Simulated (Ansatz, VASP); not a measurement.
# Mg4H: VASP beside Ansatz

File INCAR:

```
ALGO     = Normal         # electronic algorithm
DIPOL    = 0.5 0.5 0.297
EDIFF    = 1E-6           # SCF threshold, eV
ENCUT    = 520            # plane-wave cutoff, eV
GGA      = PE             # functional
IDIPOL   = 3            
ISIF     = 2              # what is computed and relaxed
ISMEAR   = 0              # smearing method
LASPH    = T              # aspherical terms in the spheres
LCHARG   = F              # write CHGCAR
LDIPOL   = T            
LREAL    = F              # projectors in reciprocal space
LWAVE    = F              # write WAVECAR
NBANDS   = 20             # bands
NELM     = 60             # most SCF steps
PREC     = Accurate       # precision mode
SIGMA    = 0.1            # smearing width, eV
```

File KPOINTS:

```
k-points
0
Gamma
  4 5 1
```

The input POSCAR:

```
Mg4H
1.0
    6.4201385733      0.0000000000      0.0000000000
    0.0000000000      5.1379129567      0.0000000000
    0.0000000000      0.0000000000     21.6644777330
Mg H
8 2
Direct
    0.0000000000      0.7500000000      0.1846340378
    0.5000000000      0.7500000000      0.1846340378
    0.2500000000      0.2500000000      0.2274076137
    0.7500000000      0.2500000000      0.2274076137
    0.2500000000      0.7500000000      0.3173234500
    0.7500000000      0.7500000000      0.3173234500
    0.0000000000      0.2500000000      0.3537808678
    0.5000000000      0.2500000000      0.3537808678
    0.6335694913      0.0833333333      0.4040936431
    0.8664305087      0.0833333333      0.4040936431
```

Input for Ansatz:

```yaml
crystal:
  lattice:
    - [6.4201385733, 0.0, 0.0]
    - [0.0, 5.1379129567, 0.0]
    - [0.0, 0.0, 21.664477733]
  atoms:
    - { symbol: Mg, position: [0.0, 0.75, 0.1846340378] }
    - { symbol: Mg, position: [0.5, 0.75, 0.1846340378] }
    - { symbol: Mg, position: [0.25, 0.25, 0.2274076137] }
    - { symbol: Mg, position: [0.75, 0.25, 0.2274076137] }
    - { symbol: Mg, position: [0.25, 0.75, 0.31732345] }
    - { symbol: Mg, position: [0.75, 0.75, 0.31732345] }
    - { symbol: Mg, position: [0.0, 0.25, 0.3537808678] }
    - { symbol: Mg, position: [0.5, 0.25, 0.3537808678] }
    - { symbol: H, position: [0.6335694913, 0.0833333333, 0.4040936431] }
    - { symbol: H, position: [0.8664305087, 0.0833333333, 0.4040936431] }
basis:
  ecutwfc: 420
kpoints:
  mp_grid: { grid: [4, 5, 1] }
hamiltonian:
  xc: pbe
scf:
  occupations: { method: gaussian, width: 0.1 }
output:
  forces: true
  eigenvalues: true
efield:
  axis: 3
  dipole_correction: true
  ramp_width: 0.04
```

Alike in both runs: task single point; functional PBE; k mesh 4 × 5 × 1; occupations gaussian, width 0.1 eV; no spin polarisation.

|  | VASP | Ansatz |
| --- | --- | --- |
| version | VASP 6.6.1 | Ansatz 0.2.0 |
| potentials or method | VASP PAW PBE potentials, release 64 (Mg, H), cutoff 520 eV | scalar-relativistic, plane waves, PAW |
| valence electrons in the cell | 18 | 82 |

|  | VASP | Ansatz | Ansatz less VASP |
| --- | --- | --- | --- |
| gap on the k mesh at the Fermi level (eV) | none | none | - |
| rms of the force components (eV/Å) | 0.583 | 0.576 | -0.0070 |

Atom by atom the forces differ by 0.008 eV/Å (rms over components). A gap of «none» marks a metal or a gap that the smearing closes. The functional is the same, so the differences come from potentials, cutoffs and numerics. VASP's potentials hold 18 valence electrons a cell and Ansatz's 82, so a difference there can come from the potentials and not from the codes.
